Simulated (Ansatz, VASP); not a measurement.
**One calculation of Na, two programs**

File INCAR:

```
SYSTEM = Na
ALGO     = Normal         ! electronic algorithm
EDIFF    = 1E-6           ! SCF threshold, eV
ENCUT    = 520            ! plane-wave cutoff, eV
GGA      = CA             ! functional
ISIF     = 2              ! what is computed and relaxed
ISMEAR   = 1              ! smearing method
LASPH    = .True.         ! aspherical terms in the spheres
LCHARG   = .True.         ! write CHGCAR
LELF     = .True.         ! ELF
LREAL    = .False.        ! projectors in reciprocal space
LVHAR    = .True.       
LWAVE    = .False.        ! write WAVECAR
NBANDS   = 10             ! bands
NELM     = 100            ! most SCF steps
PREC     = Accurate       ! precision mode
SIGMA    = 0.2            ! smearing width, eV
```

The input KPOINTS:

```
k-points
0
Gamma
  10 10 10
  0 0 0
```

File POSCAR:

```
Na
1.0
   -1.8882910800      1.8882910800      2.6372766800
    1.8882910800     -1.8882910800      2.6372766800
    1.8882910800      1.8882910800     -2.6372766800
Na
1
Direct
    0.0000000000      0.0000000000      0.0000000000
```

The input input.yaml:

```yaml
crystal:
  lattice:
    - [-1.88829108, 1.88829108, 2.63727668]
    - [1.88829108, -1.88829108, 2.63727668]
    - [1.88829108, 1.88829108, -2.63727668]
  atoms:
    - { symbol: Na, position: [0.0, 0.0, 0.0] }
kpoints:
  mp_grid: { grid: [10, 10, 10] }
  band_path:
    path:
      - [0.0, 0.0, 0.0]
      - [0.0, 0.0, 0.5]
      - [-0.2563282653, 0.2563282653, 0.5]
      - [-0.3781641326, 0.3781641326, 0.3781641326]
      - [0.0, 0.0, 0.0]
      - [0.5, 0.5, -0.5]
      - [0.3781641326, 0.6218358674, -0.3781641326]
      - [0.0, 0.5, 0.0]
    npoints: 6
scf:
  occupations: { method: methfessel_paxton, width: 0.2 }
hamiltonian:
  xc: lda
  pseudopotentials: { kind: all_electron, lapw: { basis_error: 0.001 } }
output:
  forces: true
  stress: true
  eigenvalues: true
```

Alike in both runs: functional LDA; k mesh 10 × 10 × 10; occupations methfessel-paxton of order 1, width 0.2 eV; no spin polarisation.

|  | VASP | Ansatz |
| --- | --- | --- |
| version | VASP 6.6.1 | Ansatz 0.2.0 |
| potentials or method | VASP PAW LDA potentials, release 64 (Na_pv), cutoff 520 eV | all-electron LAPW, scalar-relativistic |
| task | single point | band structure |

|  | VASP | Ansatz | Ansatz less VASP |
| --- | --- | --- | --- |
| gap on the k mesh at the Fermi level (eV) | none | none | - |
| pressure (GPa) | -0.9 | -0.9 | +0.02 |

LDA's correlation is that of Perdew and Zunger in VASP and of Perdew and Wang (1992) in Ansatz. A gap of «none» marks a metal or a gap that the smearing closes. Ansatz ran all-electron here, and VASP with PAW potentials.
